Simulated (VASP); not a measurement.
Crystal: InGaTe3.

```
In Ga Te
1.0
     5.34615    0.00000    0.00000
    -2.67307    4.62990    0.00000
     0.00000    0.00000    9.17044
In Ga Te
1 1 3
Direct
  0.00000 0.00000 0.45423
  0.00000 0.00000 0.15892
  0.33333 0.66667 0.57125
  0.66667 0.33333 0.57125
  0.00000 0.00000 0.89919
```

The cell was generated, and may not be a known phase.

| Quantity | Value |
| --- | --- |
| Program | VASP 6.6.1 |
| Task | relaxation of cell and atoms |
| Functional | PBE |
| Potentials or basis | VASP PAW PBE potentials, release 64 (In_d, Ga_d, Te) |
| Cutoff | 600 eV |
| k mesh | 12 × 12 × 4 |
| Occupations | gaussian, width 0.1 eV |
| Spin | no spin polarisation |

At the start: pressure -0.1 GPa; volume 45.40 Å³/atom.

Where does the relaxation end?

Over 27 steps the energy falls by 2.2 meV/atom and the volume is 44.30 Å³/atom (-2.4 %); space group P6mm (No. 183, to 0.1 Å) before and after.

The path:
| step | energy change (eV) | largest force (eV/Å) | pressure (GPa) | volume (Å³) |
| --- | --- | --- | --- | --- |
| 1 | 0.0000 | 0.0782 | -0.09 | 226.99 |
| 2 | -0.0014 | 0.0825 | -0.05 | 226.13 |
| 3 | -0.0026 | 0.1507 | 0.13 | 223.55 |
| 4 | -0.0027 | 0.1330 | 0.12 | 224.12 |
| 5 | -0.0036 | 0.1312 | 0.08 | 224.08 |
| 6 | -0.0054 | 0.1667 | 0.02 | 223.95 |
| 7 | -0.0056 | 0.3506 | -0.11 | 223.70 |
| 8 | -0.0061 | 0.2683 | -0.04 | 223.82 |
| 9 | -0.0069 | 0.2355 | -0.05 | 223.72 |
| 10 | -0.0087 | 0.1377 | -0.03 | 223.43 |
| 11 | -0.0094 | 0.1036 | 0.02 | 222.84 |
| 12 | -0.0096 | 0.0616 | 0.00 | 223.03 |
| 13 | -0.0097 | 0.0455 | -0.01 | 222.98 |
| 14 | -0.0099 | 0.0251 | -0.03 | 222.89 |
| 15 | -0.0099 | 0.0254 | -0.03 | 222.87 |
| 16 | -0.0100 | 0.0255 | 0.00 | 222.69 |
| 17 | -0.0101 | 0.0275 | 0.01 | 222.33 |
| 18 | -0.0101 | 0.0425 | 0.06 | 221.59 |
| 19 | -0.0102 | 0.0391 | 0.09 | 221.55 |
| 20 | -0.0103 | 0.0317 | 0.08 | 221.41 |
| 21 | -0.0105 | 0.0225 | 0.07 | 221.14 |
| 22 | -0.0105 | 0.0596 | 0.07 | 220.60 |
| 23 | -0.0106 | 0.0393 | 0.07 | 220.84 |
| 24 | -0.0108 | 0.0288 | 0.04 | 221.12 |
| 25 | -0.0109 | 0.0158 | 0.00 | 221.46 |
| 26 | -0.0109 | 0.0146 | 0.00 | 221.48 |
| 27 | -0.0109 | 0.0091 | 0.00 | 221.48 |

Final structure:
```
CELL_PARAMETERS angstrom
5.38010 0.00000 0.00000
-2.69005 4.65930 0.00000
0.00000 0.00000 8.83546
ATOMIC_POSITIONS crystal
In 0.00000 0.00000 0.46475
Ga 0.00000 0.00000 0.15831
Te 0.33333 0.66667 0.57253
Te 0.66667 0.33333 0.57253
Te 0.00000 0.00000 0.88673
```
